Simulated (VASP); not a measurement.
# HgTe (I-4m2) in VASP: elastic constants with PBEsol

Aim: the elastic constants of HgTe with PBEsol.

Everything below comes from runs of VASP 6.6.1. Logs are shortened: lines on timing, memory, paths and dates and some standing lists are left out, and cuts for length are marked.

## Step 1: The cell of the first run

It takes space group I-4m2 (No. 119, tetragonal). Conventional cell: a = 6.091 Å, b = 6.091 Å, c = 3.119 Å, α = 90.00°, β = 90.00°, γ = 90.00°. Hg (site symmetry -4m2) has 2 Hg at 3.12 Å and 8 Te at 3.14 to 3.84 Å within 4.1 Å. Te (site symmetry -4m2) has 2 Te at 3.12 Å and 8 Hg at 3.14 to 3.84 Å within 4.1 Å.

## Step 2: Elastic constants, PBEsol

Input file INCAR:

```
SYSTEM = HgTe
  ALGO = Normal
  EDIFF = 1E-8
  ENCUT = 600
  GGA = PS
  IBRION = 6
  ISIF = 3
  ISMEAR = -1
  LASPH = .True.
  LCHARG = .False.
  LREAL = .False.
  LWAVE = .False.
  NBANDS = 16
  NELM = 60
  NFREE = 2
  NSW = 1
  POTIM = 0.015
  PREC = Accurate
  SIGMA = 0.05
```

Input file KPOINTS:

```
k-points
0
Gamma
  8 8 8
  0 0 0
```

Input file POSCAR:

```
HgTe
1.0
   -3.0456030000      3.0456030000      1.5594100000
    3.0456030000     -3.0456030000      1.5594100000
    3.0456030000      3.0456030000     -1.5594100000
Hg Te
1 1
Direct
    0.7500000000      0.2500000000      0.5000000000
    0.0000000000      0.0000000000      0.0000000000
```

Potentials or basis: VASP PAW PBE potentials, release 64 (Hg, Te).

Run with:

```
> cat potpaw_PBE.64/Hg/POTCAR potpaw_PBE.64/Te/POTCAR > POTCAR
> mpirun -np 1 vasp_std > vasp.out
```

OUTCAR:

```text
SYSTEM = HgTe
   EDIFF = 1E-8
   ENCUT = 600
   GGA = PS
   IBRION = 6
   ISIF = 3
   ISMEAR = -1
   LASPH = .True.
   LREAL = .False.
   NELM = 60
   NFREE = 2
   NSW = 1
   POTIM = 0.015
   PREC = Accurate

 ion  position               nearest neighbor table
   1  0.750  0.250  0.500-   2 3.14   2 3.14   2 3.14   2 3.14
   2  0.000  0.000  0.000-   1 3.14   1 3.14   1 3.14   1 3.14

  LATTYP: Found a body centered tetragonal cell.
 ALAT       =     6.0912060000
 C/A-ratio  =     0.5120201156

  Lattice vectors:

 A1 = (  -3.0456030000,   3.0456030000,   1.5594100000)
 A2 = (   3.0456030000,  -3.0456030000,   1.5594100000)
 A3 = (   3.0456030000,   3.0456030000,  -1.5594100000)

Analysis of symmetry for initial positions (statically):
=====================================================================
 Subroutine PRICEL returns:
 Original cell was already a primitive cell.

 Routine SETGRP: Setting up the symmetry group for a
 body centered tetragonal supercell.

 Subroutine GETGRP returns: Found  8 space group operations
 (whereof  8 operations were pure point group operations)
 out of a pool of 16 trial point group operations.

The static configuration has the point symmetry D_2d.

Analysis of symmetry for dynamics (positions and initial velocities):
=====================================================================
 Subroutine PRICEL returns:
 Original cell was already a primitive cell.

 Routine SETGRP: Setting up the symmetry group for a
 body centered tetragonal supercell.

 Subroutine GETGRP returns: Found  8 space group operations
 (whereof  8 operations were pure point group operations)
 out of a pool of 16 trial point group operations.

The dynamic configuration has the point symmetry D_2d.

 Subroutine INISYM returns: Found  8 space group operations
 (whereof  8 operations are pure point group operations),
 and found     1 'primitive' translations

[... 789 lines left out ...]

 number of electron      17.9999999 magnetization

 Free energy of the ion-electron system (eV)
  ---------------------------------------------------
  ext. energy  EPLUGINS =         0.00000000
  ---------------------------------------------------
  free energy    TOTEN  =        -4.12806707 eV

  energy without entropy =       -4.12316151  energy(sigma->0) =       -4.12561429

 E-fermi :   4.2971     XC(G=0):  -9.9932

 val. band max:        4.2929484669   @ k =   0.3750  -0.1250   0.2500
 cond. band min:       4.3002930738   @ k =  -0.2500   0.5000   0.1250
 fundamental gap:      0.0073446069
 Fermi energy:         4.2970559310

 k-point     1 :       0.0000    0.0000    0.0000
  band No.  band energies     occupation
      1      -8.2208      2.00000
      2      -3.0969      2.00000
      3      -2.3964      2.00000
      4      -2.3175      2.00000
      5      -1.8803      2.00000
      6      -1.8785      2.00000
[... 476 lines left out ...]
  FREE ENERGIE OF THE ION-ELECTRON SYSTEM (eV)
  ---------------------------------------------------
  free  energy   TOTEN  =        -4.1280670732 eV

  energy  without entropy=       -4.1231615107  energy(sigma->0) =       -4.12561429

 INTERNAL STRAIN TENSORS FROM STRAINED CELLS
 ============================================

 INTERNAL STRAIN TENSOR FOR ION    1 for displacements in x,y,z  (eV/Angst):
          X           Y           Z          XY          YZ          ZX
  --------------------------------------------------------------------------------
  x     0.00000     0.00000    -0.00000     0.00000    -0.00000    -0.03712
  y     0.00000    -0.00000    -0.00000     0.00000     0.03914    -0.00000
  z    -0.86436     0.86435     0.00000    -0.00000     0.00004    -0.00002

 INTERNAL STRAIN TENSORS FROM DISPLACED ATOMS
 ============================================

 INTERNAL STRAIN TENSOR FOR ION    1 for displacements in x,y,z  (eV/Angst):
          X           Y           Z          XY          YZ          ZX
  --------------------------------------------------------------------------------
  x     0.00000     0.00000     0.00000     0.00000     0.00000    -0.04237
  y     0.00000     0.00000     0.00000     0.00000     0.04237     0.00000
  z    -0.91330     0.91330     0.00000     0.00000     0.00000     0.00000

 INTERNAL STRAIN TENSOR FOR ION    2 for displacements in x,y,z  (eV/Angst):
          X           Y           Z          XY          YZ          ZX
  --------------------------------------------------------------------------------
  x     0.00000     0.00000     0.00000     0.00000     0.00000     0.04438
  y     0.00000     0.00000     0.00000     0.00000    -0.04438     0.00000
  z     0.90890    -0.90890     0.00000     0.00000     0.00000     0.00000

 Eigenvectors and eigenvalues of the dynamical matrix
 ----------------------------------------------------

   1 f  =    2.056342 THz    12.920376 2PiTHz   68.592177 cm-1     8.504342 meV
             X         Y         Z           dx          dy          dz
      0.000000  3.045603  0.779705    -0.623807    0.000000    0.000000
      0.000000  0.000000  0.000000     0.781578    0.000000    0.000000
[... 21 lines left out ...]
   6 f/i=    0.002058 THz     0.012928 2PiTHz    0.068633 cm-1     0.008509 meV
             X         Y         Z           dx          dy          dz
      0.000000  3.045603  0.779705     0.000000   -0.000000   -0.779990
      0.000000  0.000000  0.000000     0.000000   -0.000000   -0.625792

--------------------------------------------------------------------------------------------------------

 ELASTIC MODULI CONTR FROM IONIC RELAXATION (kBar)
 Direction    XX          YY          ZZ          XY          YZ          ZX
 --------------------------------------------------------------------------------
 XX        -141.6829    141.6829      0.0000      0.0000      0.0000      0.0000
 YY         141.6829   -141.6829      0.0000      0.0000      0.0000      0.0000
 ZZ           0.0000      0.0000      0.0000      0.0000      0.0000      0.0000
 XY           0.0000      0.0000      0.0000      0.0000      0.0000      0.0000
 YZ           0.0000      0.0000      0.0000      0.0000     -0.0386      0.0000
 ZX           0.0000      0.0000      0.0000      0.0000      0.0000     -0.0386
 --------------------------------------------------------------------------------

 TOTAL ELASTIC MODULI (kBar)
 Direction    XX          YY          ZZ          XY          YZ          ZX
 --------------------------------------------------------------------------------
 XX         378.0969    572.4551    113.0870      0.0000      0.0000      0.0000
 YY         572.4551    378.0969    113.0870      0.0000     -0.0000      0.0000
 ZZ         113.0870    113.0870   1211.9893      0.0000      0.0000      0.0000
 XY           0.0000      0.0000      0.0000    178.1572      0.0000      0.0000
 YZ           0.0000     -0.0000      0.0000      0.0000     58.1063      0.0000
 ZX           0.0000      0.0000      0.0000      0.0000      0.0000     58.1062
 --------------------------------------------------------------------------------
```

stdout:

```text
POSCAR found type information on POSCAR HgTe
 POSCAR found :  2 types and       2 ions
 scaLAPACK will be used
 -----------------------------------------------------------------------------
|                                                                             |
|                                                                             |
|     You enforced a specific xc type in the INCAR file but a different       |
|     I HOPE YOU KNOW WHAT YOU ARE DOING!                                     |
|                                                                             |
[... 41 lines left out ...]
 Finite differences progress:
 bond charge predicted
 Finite differences progress:
 bond charge predicted
 Finite differences progress:
 bond charge predicted
 Finite differences progress:
 bond charge predicted
 Finite differences progress:
 bond charge predicted
 Finite differences progress:
```

It took 19 min on 1 thread of Intel Xeon 6975P-C (Granite Rapids), shared host; peak memory 0.46 GiB.

Results:

```yaml
Voigt_bulk_modulus: 40 GPa
Highest_phonon_frequency_at_Γ_LO-TO_splitting_left_out: 69 cm⁻¹
```

Phonon frequencies in cm⁻¹ (negative: imaginary):
| q point | frequencies |
| --- | --- |
| (0.000, 0.000, 0.000) | 0 0 0 24 69 69 |

Elastic tensor in Voigt notation (GPa, in the Cartesian axes of the cell as first typed):
```
 38  57  11   0   0   0
 57  38  11   0   0   0
 11  11 121   0   0   0
  0   0   0   6   0   0
  0   0   0   0   6   0
  0   0   0   0   0  18
```

Clamped-ion elastic tensor (GPa):
```
 52  43  11   0   0   0
 43  52  11   0   0   0
 11  11 121   0   0   0
  0   0   0   6   0   0
  0   0   0   0   6   0
  0   0   0   0   0  18
```

Caveat: the cell is under stress, which shifts elastic constants; the elastic tensor has a negative eigenvalue, so either the cell is unstable as it stands or the mesh is too thin; the PAW data sets were made with another functional, which shifts forces and pressure a little; spin-orbit coupling is left out, which moves the levels of the heavy elements.
